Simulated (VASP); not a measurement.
Input of a VASP 6.6.1 run:

INCAR

```
SYSTEM = Al
  PREC = Accurate
  ENCUT = 400
  EDIFF = 1E-6
  ISMEAR = 1
  SIGMA = 0.1
  LREAL = .False.
  LASPH = .True.
  NELM = 120
  ALGO = Normal
  ISIF = 2
  LWAVE = .False.
  LCHARG = .False.
  LDIPOL = .True.
  IDIPOL = 3
  DIPOL = 0.5 0.5 0.655
  GGA = PE
  IVDW = 12
  NBANDS = 30
  GGA_COMPAT = .False.
  NELMDL = -8
```

The input KPOINTS:

```
regular mesh
0
Gamma
  9 9 1
  0 0 0
```

POSCAR

```
Al
1.0
    4.8111003134      0.0000000000      0.0000000000
   -2.4055501567      4.1665350613      0.0000000000
    0.0000000000      0.0000000000     28.4975475017
Al
12
Direct
    0.4944361302      0.5401028804      0.5373933896
    0.8182402211      0.2056347043      0.5280209338
    0.1244968684      0.8606007315      0.5161252445
    0.8424228703      0.5410934488      0.6113353190
    0.1638290211      0.2009268027      0.6148689508
    0.4992944216      0.8780607771      0.6127053043
    0.1727825808      0.5490004544      0.6976377291
    0.5072638764      0.2149671511      0.6976858191
    0.8379533961      0.8795659230      0.6980914140
    0.5014030004      0.5429129275      0.7822958582
    0.8358220419      0.2103037076      0.7823469324
    0.1689358910      0.8774576905      0.7825087935
```

Potentials or basis: VASP PAW PBE potentials, release 64 (Al).

Run with:

```sh
$ cat potpaw_PBE.64/Al/POTCAR > POTCAR
$ mpirun -np 1 vasp_std > vasp.out
```

Task: Predict the band gap on the k mesh.

Result: Zero (bands 18 and 19 overlap by 1.41 eV).

Task: Predict the largest force.

Result: 0.782 eV/Å.

Task: Estimate the dispersion energy per atom.

Result: -0.262 eV.

Forces in eV/Å, atoms in the order of the input:
```
Al  -0.408 -0.161 -0.647
Al  -0.038 -0.123  0.057
Al   0.481  0.212  0.477
Al   0.033  0.088  0.238
Al  -0.003 -0.032 -0.001
Al  -0.055  0.065  0.228
Al  -0.002 -0.035 -0.026
Al  -0.022 -0.025 -0.021
Al   0.003 -0.010 -0.071
Al  -0.004  0.006 -0.090
Al  -0.003  0.004 -0.084
Al   0.018  0.014 -0.059
```
